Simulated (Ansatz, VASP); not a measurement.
Rh: VASP beside Ansatz

```xyz
4
Lattice="2.6368 0.0000 0.0000 -1.3184 2.2835 0.0000 0.0000 0.0000 8.6185" Properties=species:S:1:pos:R:3 pbc="T T T"
Rh    1.3184    0.7612    6.4639
Rh    0.0000    0.0000    4.3092
Rh    0.0000    1.5224    2.1546
Rh    0.0000    0.0000    0.0000
```

Alike in both runs: task single point; functional PBE; k mesh 11 × 11 × 3; occupations fermi-dirac, width 0.05 eV; no spin polarisation.

|  | VASP | Ansatz |
| --- | --- | --- |
| version | VASP 6.6.1 | Ansatz 0.2.0 |
| potentials or method | VASP PAW PBE potentials, release 64 (Rh_pv) | Ansatz PAW |
| plane-wave cutoff (eV) | 520 | 420 |
| valence electrons in the cell | 60 | 68 |

VASP gave:

```
gap on the k mesh at the Fermi level (eV)                     : none
pressure (GPa)                                                : 25.7
traceless stress, the component that is largest in VASP (GPa) : -1.21
```

Problem. Estimate Ansatz's values.

Solution. gap on the k mesh at the Fermi level (eV): none; pressure (GPa): 25.7; traceless stress, the component that is largest in VASP (GPa): -1.22.

A gap of «none» marks a metal or a gap that the smearing closes. VASP's potentials hold 60 valence electrons a cell and Ansatz's 68, so a difference there can come from the potentials and not from the codes.
